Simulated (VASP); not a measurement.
Runs of VASP 6.6.1 on K. The structure is that of space group Im-3m (No. 229), or close to it. The cells are those of the table. 

```tsv
cell	gap on the mesh (eV)	pressure (GPa)
a = 4.580 Å, angles 109.5°, 1 atom	none	(a)
a = 4.709 Å, angles 109.5°, 1 atom	none	0.0
a = 4.771 Å, angles 109.5°, 1 atom	none	(b)
a = 4.513 Å, angles 109.5°, 1 atom	none	0.5
a = 4.832 Å, angles 109.5°, 1 atom	none	-0.2
```

Alike in all rows: task single point; level RPBE; potentials or basis VASP PAW PBE potentials, release 64 (K_sv); no spin polarisation; k mesh 14 × 14 × 14; cutoff (eV) 520; smearing fermi-dirac 0.1 eV.

Question: Estimate the missing entries.

Answer: (a) 0.3; (b) -0.1.

Caveats: the PAW data sets were made with another functional, which shifts forces and pressure a little.

A gap of «none» marks levels without a gap at the run's occupations.
